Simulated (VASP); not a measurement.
Zn8O7 (a cell with a defect), 15 atoms in the cell. The cell holds a defect, 15 atoms: a = 6.440 Å, b = 5.577 Å, c = 5.200 Å, α = 90.00°, β = 90.00°, γ = 90.00°. 

- Program: VASP 6.6.1
- Task: single point
- Functional: PBEsol
- Potentials or basis: VASP PAW PBE potentials, release 64 (Zn, O)
- Cutoff: 520 eV
- k mesh: 2 × 3 × 3
- Occupations: fermi-dirac, width 0.05 eV
- Spin: no spin polarisation
- Dipole correction: no
- Further INCAR settings: LREAL = Auto; ALGO = Normal; EDIFF = 1e-06; NBANDS = 82

Potentials or basis: VASP PAW PBE potentials, release 64 (Zn, O).

Run with:

```console
$ cat potpaw_PBE.64/Zn/POTCAR potpaw_PBE.64/O/POTCAR > POTCAR
$ mpirun -np 1 vasp_std > vasp.out
```

Hardware: 1 thread of Intel Xeon 8259CL, on a shared host.

Question: How long does it take, and how much memory?

Answer: Run time: 8.6 min on 1 thread of Intel Xeon 8259CL, with other jobs on the host, peak memory 0.32 GiB. Counts: scf iterations 18, k points 10.
